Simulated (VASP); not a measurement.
Here is a VASP 6.6.1 calculation.

INCAR

```
ALGO = Normal
EDIFF = 1E-7
ENCUT = 520
GGA = CA
ISIF = 2
ISMEAR = 1
LASPH = True
LCHARG = False
LREAL = False
LWAVE = False
NBANDS = 27
NELM = 100
PREC = Accurate
SIGMA = 0.15
```

Contents of KPOINTS:

```
k-points
0
Gamma
  6 6 6
```

POSCAR

```
K3Ag
1.0
    5.7777520000      0.0000000000      0.0000000000
    0.0000000000      5.7777520000      0.0000000000
    0.0000000000      0.0000000000      5.7777520000
K Ag
3 1
Direct
    0.5000000000      0.0000000000      0.0000000000
    0.0000000000      0.5000000000      0.0000000000
    0.0000000000      0.0000000000      0.5000000000
    0.5000000000      0.5000000000      0.5000000000
```

Potentials or basis: VASP PAW LDA potentials, release 64 (K_sv, Ag).

Launch:

```bash
$ cat potpaw_LDA.64/K_sv/POTCAR potpaw_LDA.64/Ag/POTCAR > POTCAR
$ mpirun -np 1 vasp_std > vasp.out
```

**Question.** Estimate the band gap on the k mesh.

**Answer.** Zero (bands 19 and 20 overlap by 1.06 eV).

**Question.** What does it give for the pressure?

**Answer.** -1.1 GPa.
